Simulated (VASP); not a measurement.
The system is SiO2.

```xyz
9
Lattice="5.0605 0.0000 0.0000 -2.5303 4.3825 0.0000 0.0000 0.0000 5.5414" Properties=species:S:1:pos:R:3 pbc="T T T"
Si   -1.2651    2.1913    1.8471
Si    1.2651    2.1913    3.6942
Si    2.5303    0.0000    0.0000
O     0.9468    3.4683    4.6178
O     2.5303    2.5541    2.7707
O     3.4770    0.9142    0.9236
O     1.5835    0.9142    4.6178
O     0.0000    1.8284    2.7707
O    -0.9468    3.4683    0.9236
```

- Program: VASP 6.6.1
- Task: relaxation of cell and atoms
- Functional: PBE
- Potentials or basis: VASP PAW PBE potentials, release 64 (Si, O)
- Cutoff: 600 eV
- k mesh: 3 × 3 × 2
- Occupations: gaussian, width 0.02 eV
- Spin: no spin polarisation

At the start: pressure 4.8 GPa; volume 13.66 Å³/atom.

Question: How do energy, volume and symmetry change on relaxing?

Answer: Over 3 steps the energy falls by 5.4 meV/atom and the volume is 14.00 Å³/atom (+2.5 %); space group P6_422 (No. 181, to 0.05 Å).

Step by step:
```tsv
step	energy change (eV)	largest force (eV/Å)	pressure (GPa)	volume (Å³)
1	0.0000	0.2325	4.83	122.90
2	0.0393	0.3054	-5.83	130.36
3	-0.0488	0.0076	-0.03	126.01
```

Final structure:
```
CELL_PARAMETERS angstrom
5.10300 0.00000 0.00000
-2.55150 4.41933 0.00000
0.00000 0.00000 5.58758
ATOMIC_POSITIONS crystal
Si 0.00000 0.50000 0.33333
Si 0.50000 0.50000 0.66667
Si 0.50000 0.00000 0.00000
O 0.58390 0.79195 0.83333
O 0.79195 0.58390 0.50000
O 0.79195 0.20805 0.16667
O 0.41610 0.20805 0.83333
O 0.20805 0.41610 0.50000
O 0.20805 0.79195 0.16667
```

Caveat: the k points lie up to 0.56 Å⁻¹ apart in the final cell.
